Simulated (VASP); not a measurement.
NbAl2C2, 5 atoms in the cell. It takes space group P6/mmm (No. 191, hexagonal). Conventional cell: a = 4.397 Å, b = 4.397 Å, c = 5.400 Å, α = 90.00°, β = 90.00°, γ = 120.00°. Al (site symmetry -6m2) has 3 Al at 2.54 Å and 6 C at 2.63 Å within 3.4 Å. Within 2.7 Å of Nb (site symmetry 6/mmm) lie 2 C at 2.02 Å. Within 1.8 Å of C (site symmetry 6mm) lie 1 C at 1.36 Å. The cell was built from a structure type or drawn by symmetry, and may not be a known phase.

* Program: VASP 6.6.1
* Task: single point
* Functional: PBE
* Potentials or basis: VASP PAW PBE potentials, release 64 (Al, Nb_sv, C)
* Cutoff: 520 eV
* k mesh: 6 × 6 × 4
* Occupations: gaussian, width 0.1 eV
* Spin: no spin polarisation
* Dipole correction: no
* Further INCAR settings: ALGO = Normal; EDIFF = 1e-06; NBANDS = 22

Potentials or basis: VASP PAW PBE potentials, release 64 (Al, Nb_sv, C).

Command:

```sh
$ cat potpaw_PBE.64/Al/POTCAR potpaw_PBE.64/Nb_sv/POTCAR potpaw_PBE.64/C/POTCAR > POTCAR
$ mpirun -np 1 vasp_std > vasp.out
```

Hardware: 1 thread of AMD EPYC 7R13, on a shared host.

Problem. How long does it take, and how much memory?

Solution. It took 2 min on 1 thread of AMD EPYC 7R13, on a shared host, peak memory 0.2 GiB. Counts: scf iterations 16, k points 21.
